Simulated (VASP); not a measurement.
Set up this calculation in VASP 6.6.1, as the native input.

```
Task                   : single point
Functional             : LDA
Potentials or basis    : VASP PAW LDA potentials, release 64 (Si)
Cutoff                 : 520 eV
k mesh                 : 12 × 12 × 12
Occupations            : fermi-dirac, width 0.08 eV
Spin                   : no spin polarisation
Dipole correction      : no
Further INCAR settings : ALGO = Normal; EDIFF = 1e-06; NBANDS = 11
```

The structure of Si lies in POSCAR:

```
Si
1.0
    0.0000000000      2.7687280309      2.7687280309
    2.7687280309      0.0000000000      2.7687280309
    2.7687280309      2.7687280309      0.0000000000
Si
2
Direct
    0.5000000000      0.5000000000      0.5000000000
    0.7500000000      0.7500000000      0.7500000000
```

This cell differs from its parent crystal: volume scaled by 1.06.

The input as run:

INCAR

```
PREC = Accurate
ENCUT = 520
EDIFF = 1E-6
ISMEAR = -1
SIGMA = 0.08
LREAL = False
LASPH = True
NELM = 100
ALGO = Normal
ISIF = 2
LWAVE = False
LCHARG = False
NBANDS = 11
```

KPOINTS

```
regular mesh
0
Gamma
  12 12 12
```

Potentials or basis: VASP PAW LDA potentials, release 64 (Si).

Launch:

```bash
$ cat potpaw_LDA.64/Si/POTCAR > POTCAR
$ mpirun -np 1 vasp_std > vasp.out
```

Results of the run:

```
Pressure               : -6.1 GPa
Band gap on the k mesh : 0.56 eV, indirect (least direct gap 2.36 eV)
```

Wall time 11 s on 1 thread of Intel(R) Xeon(R) 6975P-C (Granite Rapids), with other jobs on the host, peak memory 0.15 GiB.
